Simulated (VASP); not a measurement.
Here is a VASP 6.6.1 calculation.

INCAR

```
PREC = Accurate ; ENCUT = 520
EDIFF = 1E-6 ; ISMEAR = -1
SIGMA = 0.05 ; LREAL = F
LASPH = T ; NELM = 150
ALGO = Normal ; ISIF = 2
LWAVE = F ; LCHARG = F
ISPIN = 2 ; MAGMOM = 0 1
LORBIT = 11 ; LMAXMIX = 4
GGA = PE ; NBANDS = 20
```

Contents of KPOINTS:

```
Automatic mesh
0
Gamma
  9 9 6
```

Contents of POSCAR:

```
KNi
1.0
    1.6899432879     -2.5059651295      0.0000000000
    1.6899432879      2.5059651295      0.0000000000
    0.0000000000      0.0000000000      4.8264612362
K Ni
1 1
Direct
    0.5000000000      0.5000000000      0.5000000000
    0.0000000000      0.0000000000      0.0000000000
```

Potentials or basis: VASP PAW PBE potentials, release 64 (K_sv, Ni).

The run is started by

```bash
$ cat potpaw_PBE.64/K_sv/POTCAR potpaw_PBE.64/Ni/POTCAR > POTCAR
$ mpirun -np 1 vasp_std > vasp.out
```

(1) Predict the pressure.

(2) Predict the net moment.

## Answers

(1) 2.4 GPa.

(2) 0.00 μB per cell.

Caveat: the stress differs along the axes, from -1 to 6 GPa; the moments typed at the start vanished in this run.
